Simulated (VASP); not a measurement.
Runs of VASP 6.6.1 on BaTiO3. The structure is that of space group P4/mmm (No. 123), or close to it. The cells are those of the table. 

| cell | smearing | gap on the mesh (eV) | pressure (GPa) |
| --- | --- | --- | --- |
| a = 4.019, b = 4.019, c = 4.341 Å, 5 atoms | gaussian 0.05 eV | 1.45 | (b) |
| a = 4.341, b = 4.341, c = 4.019 Å, 5 atoms | gaussian 0.05 eV | (c) | -15.8 |
| a = 4.341, b = 4.341, c = 3.698 Å, 5 atoms | methfessel-paxton 0.05 eV | (a) | -3.3 |
| a = 4.341, b = 4.341, c = 3.859 Å, 5 atoms | gaussian 0.05 eV | 1.32 | -10.7 |

Alike in all rows: task single point; level PBE; potentials or basis VASP PAW PBE potentials, release 64 (Ba_sv, Ti_sv, O); no spin polarisation; k mesh 8 × 8 × 8; cutoff (eV) 520.

Task: Estimate the missing entries.

Result: (a) 1.34; (b) -8.2; (c) 1.30.

Caveats: the cell stands under tension; spin-orbit coupling is left out, which moves the levels of the heavy elements.

A k mesh can miss the band edges, and the runs leave out spin-orbit coupling on Ba.
